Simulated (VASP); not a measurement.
Crystal: Sr.

```
Sr
1.0
     5.62465    0.00000    0.00000
    -2.81232    4.87109    0.00000
     0.00000    0.00000    6.38135
Sr
3
Direct
  0.22540 0.00000 0.33333
  0.00000 0.22540 0.66667
  0.77460 0.77460 0.00000
```

| Quantity | Value |
| --- | --- |
| Program | VASP 6.6.1 |
| Task | relaxation of cell and atoms |
| Functional | PBE |
| Potentials or basis | VASP PAW PBE potentials, release 64 (Sr_sv) |
| Cutoff | 600 eV |
| k mesh | 6 × 6 × 4 |
| Occupations | gaussian, width 0.1 eV |
| Spin | no spin polarisation |

At the start: pressure 1.1 GPa; volume 58.28 Å³/atom.

Where does the relaxation end?

Over 24 steps the energy falls by 1054.1 meV/atom and the volume is 54.62 Å³/atom (-6.3 %); space group P3_121 (No. 152, to 0.1 Å) before and after.

The path:
| step | energy change (eV) | largest force (eV/Å) | pressure (GPa) | volume (Å³) |
| --- | --- | --- | --- | --- |
| 1 | 0.0000 | 2.4368 | 1.08 | 174.84 |
| 2 | -0.8882 | 1.7040 | 0.36 | 184.74 |
| 3 | -1.7894 | 0.5325 | -0.82 | 205.71 |
| 4 | -1.8912 | 0.2762 | -1.06 | 213.13 |
| 5 | -1.9255 | 0.1091 | -1.23 | 219.71 |
| 6 | -2.2103 | 0.0520 | -0.79 | 193.20 |
| 7 | -2.2521 | 0.1153 | 5.27 | 123.61 |
| 8 | -2.4658 | 0.0028 | 0.30 | 163.61 |
| 9 | -2.5021 | 0.0587 | 2.13 | 142.48 |
| 10 | -2.5150 | 0.0352 | 1.30 | 150.25 |
| 11 | -2.6680 | 0.0613 | 1.91 | 145.12 |
| 12 | -2.7010 | 0.0576 | 4.75 | 127.01 |
| 13 | -2.8056 | 0.0705 | 3.32 | 135.26 |
| 14 | -3.0438 | 0.0562 | 1.99 | 143.98 |
| 15 | -3.1044 | 0.0398 | 0.88 | 154.10 |
| 16 | -3.1067 | 0.0419 | 1.01 | 152.69 |
| 17 | -3.1410 | 0.0447 | 0.56 | 157.17 |
| 18 | -3.1584 | 0.0464 | 0.10 | 162.68 |
| 19 | -3.1592 | 0.0467 | 0.00 | 164.10 |
| 20 | -3.1592 | 0.0467 | -0.01 | 164.34 |
| 21 | -3.1592 | 0.0468 | -0.03 | 164.57 |
| 22 | -3.1596 | 0.0459 | -0.03 | 164.50 |
| 23 | -3.1606 | 0.0430 | -0.02 | 164.29 |
| 24 | -3.1622 | 0.0365 | 0.02 | 163.86 |

Final structure:
```xyz
3
Lattice="4.2889 0.0000 0.0000 -2.1444 3.7143 0.0000 0.0000 0.0000 10.2865" Properties=species:S:1:pos:R:3 pbc="T T T"
Sr   -0.6496    3.7143    3.4288
Sr   -0.7474    1.2946    6.8577
Sr    1.3970    2.4197    0.0000
```

Caveat: a cell axis changed by over 15 % at a fixed basis, so the end point is rough.
